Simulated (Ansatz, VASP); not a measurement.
# Al: VASP beside Ansatz

POSCAR

```
Al
1.0
   -1.5912186900      1.5912186900      1.5514382228
    1.5912186900     -1.5912186900      1.5514382228
    1.5912186900      1.5912186900     -1.5514382228
Al
1
Direct
    0.0000000000      0.0000000000      0.0000000000
```

Contents of INCAR.step1:

```
PREC = Accurate ; ENCUT = 520
ISMEAR = 0 ; SIGMA = 0.15
LREAL = F ; LASPH = T
NELM = 80 ; NBANDS = 8
GGA = PE ; ALGO = Normal
EDIFF = 1E-4 ; LWAVE = T
LCHARG = F
```

File INCAR.step2:

```
PREC = Accurate ; ENCUT = 520
EDIFF = 1E-6 ; ISMEAR = 0
SIGMA = 0.15 ; LREAL = F
LASPH = T ; NELM = 80
ALGO = Normal ; ISIF = 2
LWAVE = F ; LCHARG = F
METAGGA = R2SCAN ; LMIXTAU = T
NBANDS = 8 ; ISTART = 1
```

KPOINTS

```
regular mesh
0
Gamma
  20 20 20
```

Input for Ansatz:

```yaml
crystal:
  lattice:
    - [-1.59121869, 1.59121869, 1.5514382228]
    - [1.59121869, -1.59121869, 1.5514382228]
    - [1.59121869, 1.59121869, -1.5514382228]
  atoms:
    - { symbol: Al, position: [0.0, 0.0, 0.0] }
basis:
  ecutwfc: 500
kpoints:
  mp_grid: { grid: [20, 20, 20] }
hamiltonian:
  xc: r2scan
scf:
  occupations: { method: gaussian, width: 0.15 }
output:
  forces: true
  stress: true
  eigenvalues: true
```

Change from the starting cell: strain +0.000 along x and y, -0.025 along z, atoms carried along.

Alike in both runs: task single point; functional r2SCAN; k mesh 20 × 20 × 20; occupations gaussian, width 0.15 eV; no spin polarisation.

|  | VASP | Ansatz |
| --- | --- | --- |
| version | VASP 6.6.1 | Ansatz 0.2.0 |
| potentials or method | VASP PAW PBE potentials, release 64 (Al), cutoff 520 eV | scalar-relativistic, plane waves, PAW |
| valence electrons in the cell | 3 | 3 |

|  | VASP | Ansatz | Ansatz less VASP |
| --- | --- | --- | --- |
| gap on the k mesh at the Fermi level (eV) | none | none | - |
| pressure (GPa) | 2.4 | 2.7 | +0.34 |
| traceless stress, the component that is largest in VASP (GPa) | -1.00 | -1.00 | -0.001 |

VASP's potentials were made for PBE, not for r2SCAN. A gap of «none» marks a metal or a gap that the smearing closes. The functional is the same, so the differences come from potentials, cutoffs and numerics.
